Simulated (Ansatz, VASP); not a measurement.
# One calculation of OsS3F2, two programs

```
CELL_PARAMETERS angstrom
12.20000 0.00000 0.00000
0.00000 12.87000 0.00000
0.00000 0.00000 12.68000
ATOMIC_POSITIONS crystal
Os 0.45629 0.49984 0.50014
S 0.36885 0.49984 0.64538
S 0.36885 0.49984 0.35489
S 0.63076 0.49984 0.50014
F 0.45636 0.65004 0.50014
F 0.45636 0.34965 0.50014
```

Alike in both runs: task single point; functional PBE; k mesh 1 × 1 × 1; occupations gaussian, width 0.01 eV; non-collinear spin, spin-orbit coupling.

|  | VASP | Ansatz |
| --- | --- | --- |
| version | VASP 6.6.1 | Ansatz 0.2.0 |
| potentials or method | VASP PAW PBE potentials, release 64 (Os, S, F), cutoff 520 eV | plane waves, PAW |
| valence electrons in the cell | 40 | 48 |

|  | VASP | Ansatz | Ansatz less VASP |
| --- | --- | --- | --- |
| rms of the force components (eV/Å) | 0.147 | 0.100 | -0.0470 |
| net moment per atom (μB) | 0.00 | 0.00 | 0.000 |

Atom by atom the forces differ by 0.113 eV/Å (rms over components). The functional is the same, so the differences come from potentials, cutoffs and numerics. VASP's potentials hold 40 valence electrons a cell and Ansatz's 48, so a difference there can come from the potentials and not from the codes. Ansatz's warnings: structure snapped to symmetry, xc potential rough in thin density.
